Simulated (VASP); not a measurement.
Set up this calculation in VASP 6.6.1, as the native input.

```yaml
Task: single point
Functional: PBE
Potentials_or_basis: VASP PAW PBE potentials, release 64 (Ta_pv)
Cutoff: 520 eV
k_mesh: 20 × 20 × 20
Occupations: fermi-dirac, width 0.08 eV
Spin: no spin polarisation
Dipole_correction: no
Further_INCAR_settings: ALGO = Normal; EDIFF = 1e-06; NBANDS = 12
```

The structure of Ta lies in POSCAR:

```
Ta
1.0
   -1.3205577340      1.3205577340      1.3205577340
    1.3205577340     -1.3205577340      1.3205577340
    1.3205577340      1.3205577340     -1.3205577340
Ta
1
Direct
    0.0000000000      0.0000000000      0.0000000000
```

One way to write it, as run:

INCAR

```
SYSTEM = Ta
PREC = Accurate
ENCUT = 520
EDIFF = 1E-6
ISMEAR = -1
SIGMA = 0.08
LREAL = .FALSE.
LASPH = .TRUE.
NELM = 80
ALGO = Normal
ISIF = 2
LWAVE = .FALSE.
LCHARG = .TRUE.
GGA = PE
LELF = .TRUE.
LVHAR = .TRUE.
NBANDS = 12
```

KPOINTS

```
regular mesh
0
G
  20 20 20
  0 0 0
```

Potentials or basis: VASP PAW PBE potentials, release 64 (Ta_pv).

The run is started by

```console
$ cat potpaw_PBE.64/Ta_pv/POTCAR > POTCAR
$ mpirun -np 1 vasp_std > vasp.out
```

Results of the run:

```
Pressure : 501.6 GPa
```

Run time: 34 s on 1 thread of Intel Xeon 8259CL, with other jobs on the host, peak memory 0.14 GiB.
